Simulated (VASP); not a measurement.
# CaO (I-4m2) in VASP: further runs

Runs on CaO. Level: r2SCAN. Tasks: single point.

All numbers are computed with VASP 6.6.1; they aren't measurements. Logs are shortened: lines on timing, memory, paths and dates and some standing lists are left out, and cuts for length are marked.

## (1) The cell of the first run

Symmetry: I-4m2, No. 119, tetragonal system. The conventional cell has a = 3.686 Å, b = 3.686 Å, c = 5.045 Å, α = 90.00°, β = 90.00°, γ = 90.00°. Ca (site symmetry -4m2) has 4 O at 2.23 Å within 3.0 Å. O (site symmetry -4m2) has 4 Ca at 2.23 Å within 3.0 Å.

## (2) Single point, r2SCAN (uniaxial z strain -3.2%)

Input file POSCAR:

```
CaO
1.0
    0.0000000000      2.6067317416      2.5222736332
    2.6067317416      0.0000000000      2.5222736332
    2.6067317416      2.6067317416      0.0000000000
Ca O
1 1
Direct
    0.0000000000      0.0000000000      0.0000000000
    0.2500000000      0.2500000000      0.2500000000
```

Input file INCAR.step1:

```
SYSTEM = CaO
PREC     = Accurate       ! precision mode
ENCUT    = 520            ! plane-wave cutoff, eV
ISMEAR   = 0              ! smearing method
SIGMA    = 0.01           ! smearing width, eV
LREAL    = .FALSE.        ! projectors in reciprocal space
LASPH    = .TRUE.         ! aspherical terms in the spheres
NELM     = 60             ! most SCF steps
NBANDS   = 15             ! bands
GGA      = PE             ! functional
ALGO     = Normal         ! electronic algorithm
EDIFF    = 1E-4           ! SCF threshold, eV
LWAVE    = .TRUE.         ! write WAVECAR
LCHARG   = .FALSE.        ! write CHGCAR
```

Input file INCAR.step2:

```
SYSTEM = CaO
PREC     = Accurate       ! precision mode
ENCUT    = 520            ! plane-wave cutoff, eV
EDIFF    = 1E-7           ! SCF threshold, eV
ISMEAR   = 0              ! smearing method
SIGMA    = 0.01           ! smearing width, eV
LREAL    = .FALSE.        ! projectors in reciprocal space
LASPH    = .TRUE.         ! aspherical terms in the spheres
NELM     = 60             ! most SCF steps
ALGO     = Normal         ! electronic algorithm
ISIF     = 2              ! what is computed and relaxed
LWAVE    = .FALSE.        ! write WAVECAR
LCHARG   = .TRUE.         ! write CHGCAR
METAGGA  = R2SCAN         ! meta-GGA
LMIXTAU  = .TRUE.       
LELF     = .TRUE.         ! ELF
LVHAR    = .TRUE.       
NBANDS   = 15             ! bands
ISTART   = 1
```

Input file KPOINTS:

```
Automatic mesh
0
G
  8 8 8
  0 0 0
```

Potentials or basis: VASP PAW PBE potentials, release 64 (Ca_sv, O).

Started as:

```
cat potpaw_PBE.64/Ca_sv/POTCAR potpaw_PBE.64/O/POTCAR > POTCAR
cp INCAR.step1 INCAR
mpirun -np 1 vasp_std > vasp.out
cp INCAR.step2 INCAR
mpirun -np 1 vasp_std > vasp.out
```

OUTCAR:

```text
SYSTEM = CaO
   PREC = Accurate
   ENCUT = 520
   EDIFF = 1E-7
   ISMEAR = 0
   LREAL = .FALSE.
   LASPH = .TRUE.
   NELM = 60
   ISIF = 2
   METAGGA = R2SCAN
   ISTART = 1

 ion  position               nearest neighbor table
   1  0.000  0.000  0.000-   2 2.23   2 2.23   2 2.23   2 2.23
   2  0.250  0.250  0.250-   1 2.23   1 2.23   1 2.23   1 2.23

  LATTYP: Found a body centered tetragonal cell.
 ALAT       =     3.6864753824
 C/A-ratio  =     1.3683930430

  Lattice vectors:

 A1 = (   0.0000000000,  -2.6067317416,  -2.5222736332)
 A2 = (   0.0000000000,   2.6067317416,  -2.5222736332)
 A3 = (   2.6067317416,   0.0000000000,   2.5222736332)

Analysis of symmetry for initial positions (statically):
=====================================================================
 Subroutine PRICEL returns:
 Original cell was already a primitive cell.

 Routine SETGRP: Setting up the symmetry group for a
 body centered tetragonal supercell.

 Subroutine GETGRP returns: Found  8 space group operations
 (whereof  8 operations were pure point group operations)
 out of a pool of 16 trial point group operations.

The static configuration has the point symmetry D_2d.

Analysis of symmetry for dynamics (positions and initial velocities):
=====================================================================
 Subroutine PRICEL returns:
 Original cell was already a primitive cell.

 Routine SETGRP: Setting up the symmetry group for a
 body centered tetragonal supercell.

 Subroutine GETGRP returns: Found  8 space group operations
 (whereof  8 operations were pure point group operations)
 out of a pool of 16 trial point group operations.

The dynamic configuration has the point symmetry D_2d.

 Subroutine INISYM returns: Found  8 space group operations
 (whereof  8 operations are pure point group operations),
 and found     1 'primitive' translations

----------------------------------------------------------------------------------------

                                     Primitive cell

  volume of cell :      34.2780

  direct lattice vectors                    reciprocal lattice vectors
     0.000000000  2.606731742  2.522273633    -0.191811068  0.191811068  0.198233845
     2.606731742  0.000000000  2.522273633     0.191811068 -0.191811068  0.198233845
     2.606731742  2.606731742  0.000000000     0.191811068  0.191811068 -0.198233845

  length of vectors
     3.627246153  3.627246153  3.686475382     0.335975638  0.335975638  0.335975638

  position of ions in fractional coordinates (direct lattice)
     0.000000000  0.000000000  0.000000000
     0.250000000  0.250000000  0.250000000

  ion indices of the primitive-cell ions
   primitive index   ion index
                 1           1
[... 88 lines left out ...]
   ISMEAR =     0;   SIGMA  =   0.01  broadening in eV -4-tet -1-fermi 0-gaus
   EFERMI_NEDOS =   21; number of points for ismear=-14 and -15
   IALGO  =     38    algorithm
   IMIX   =      4    mixing-type and parameters
     AMIX     =   0.40;   BMIX     =  1.00
     AMIX_MAG =   1.60;   BMIX_MAG =  1.00
  volume/ion in A,a.u.               =      17.14       115.66
  Fermi-wavevector in a.u.,A,eV,Ry     =   1.269920  2.399802 21.942089  1.612698
  Thomas-Fermi vector in A             =   2.402936
   LORBIT       =      0    0 simple, 1 ext, 2 COOP (PROOUT), +10 PAW based schemes
   METAGGA = R2SCAN    functional components
   LHFCALC =     F    Hartree Fock is set to
   AEXX    =    0.0000 exact exchange contribution
   IVDW    =     0    specifies the selected vdW correction
   LEPSILON=     F    determine dielectric tensor
   LRPA    =     F    only Hartree local field effects (RPA)
 non-spin polarized calculation
 Gauss-broadening in eV      SIGMA  =   0.01
  energy-cutoff  :      520.00
  volume of cell :       34.28
 maximum number of plane-waves:       938
   NGX = 13   NGY = 13   NGZ = 13

 number of electron      15.9999997 magnetization

 Free energy of the ion-electron system (eV)
  ---------------------------------------------------
  ext. energy  EPLUGINS =         0.00000000
  ---------------------------------------------------
  free energy    TOTEN  =       -18.92182302 eV

  energy without entropy =      -18.92182302  energy(sigma->0) =      -18.92182302

 E-fermi :   0.4322     XC(G=0):  -9.7369

 val. band max:        0.3188235586   @ k =   0.5000   0.0000   0.5000
 cond. band min:       4.1467390199   @ k =   0.0000   0.0000   0.0000
 fundamental gap:      3.8279154613
 Fermi energy:         0.4322357683

 k-point     1 :       0.0000    0.0000    0.0000
  band No.  band energies     occupation
      1     -38.1214      2.00000
      2     -18.1802      2.00000
      3     -18.1708      2.00000
      4     -18.1708      2.00000
      5     -15.5092      2.00000
      6      -0.3943      2.00000
      7      -0.3943      2.00000
      8      -0.3709      2.00000
      9       4.1467      0.00000
     10       8.9523      0.00000
     11       9.2108      0.00000
     12      10.6980      0.00000
     13      10.6980      0.00000
     14      10.9983      0.00000
[... 401 lines left out ...]
      2     -18.9089      2.00000
      3     -18.2624      2.00000
      4     -18.2419      2.00000
      5     -14.7687      2.00000
      6      -0.7955      2.00000
      7      -0.1839      2.00000
      8      -0.0621      2.00000
      9       6.5542      0.00000
     10       7.8425      0.00000
     11       9.2560      0.00000
     12      10.1147      0.00000
     13      10.7743      0.00000
     14      11.2115      0.00000
     15      13.7264      0.00000

 [... further k-points ...]

------------------------ aborting loop because EDIFF is reached ----------------------------------------

  FORCE on cell =-STRESS in cart. coord.  units (eV):
  Direction    XX          YY          ZZ          XY          YZ          ZX
  --------------------------------------------------------------------------------------
  -------------------------------------------------------------------------------------
  Total        0.8129424      0.8129424      0.8447904      0.0000000      0.0000000      0.0000000
  in kB       37.9975406     37.9975406     39.4861386      0.0000000      0.0000000      0.0000000
  external PRESSURE =      38.4937399 kB  Pullay stress =       0.0000000 kB

 VOLUME and BASIS-vectors are now :
 -----------------------------------------------------------------------------
  energy-cutoff  :      520.00
  volume of cell :       34.28
      direct lattice vectors                 reciprocal lattice vectors
     0.000000000  2.606731742  2.522273633    -0.191811068  0.191811068  0.198233845
     2.606731742  0.000000000  2.522273633     0.191811068 -0.191811068  0.198233845
     2.606731742  2.606731742  0.000000000     0.191811068  0.191811068 -0.198233845

 POSITION                                       TOTAL-FORCE (eV/Angst)
 -----------------------------------------------------------------------------------
      0.00000      0.00000      0.00000         0.000000      0.000000      0.000000
      1.30337      1.30337      1.26114        -0.000000     -0.000000     -0.000000
 -----------------------------------------------------------------------------------
    total drift:                               -0.000000     -0.000000      0.000000

  FREE ENERGIE OF THE ION-ELECTRON SYSTEM (eV)
  ---------------------------------------------------
  free  energy   TOTEN  =       -18.9218230198 eV

  energy  without entropy=      -18.9218230198  energy(sigma->0) =      -18.92182302
```

OUTCAR.step1:

```text
SYSTEM = CaO
   PREC = Accurate
   ENCUT = 520
   ISMEAR = 0
   LREAL = .FALSE.
   LASPH = .TRUE.
[... 654 lines left out ...]
      0.00000      0.00000      0.00000        -0.000000     -0.000000     -0.000000
      1.30337      1.30337      1.26114         0.000000      0.000000      0.000000
 -----------------------------------------------------------------------------------
    total drift:                               -0.000000     -0.000000      0.000000

  FREE ENERGIE OF THE ION-ELECTRON SYSTEM (eV)
  ---------------------------------------------------
  free  energy   TOTEN  =       -12.4137327073 eV

  energy  without entropy=      -12.4137327073  energy(sigma->0) =      -12.41373271
```

Run time: 2.1 min. Hardware: 1 thread of Intel Xeon 6975P-C (Granite Rapids), shared host; peak memory 0.18 GiB.

Results:

| Item | Value |
| --- | --- |
| Free energy | -18.9218 eV |
| Pressure | 3.8 GPa |
| Band gap on the k mesh | 3.83 eV, indirect (least direct gap 4.52 eV) |

Levels at points of the mesh, in eV from the valence-band top:
```csv
k point,band 5,band 6,band 7,band 8,band 9,band 10,band 11,band 12
"(0.00, 0.00, 0.00)",-15.83,-0.71,-0.71,-0.69,3.83,8.63,8.89,10.38
"(0.50, 0.00, 0.00)",-15.00,-1.03,-0.46,-0.39,6.67,8.62,8.69,8.98
"(0.50, 0.50, 0.00)",-14.80,-1.51,-0.05,-0.05,5.46,7.34,9.91,10.21
"(0.50, 0.00, 0.50)",-14.74,-1.52,-0.02,0.00,5.34,7.26,9.91,10.18
```

Caveat: the cell differs from its parent crystal (uniaxial z strain -3.2%); the PAW data sets were made with another functional, which shifts forces and pressure a little. A k mesh can miss the band edges.

(Continued in part 2 of 2.)
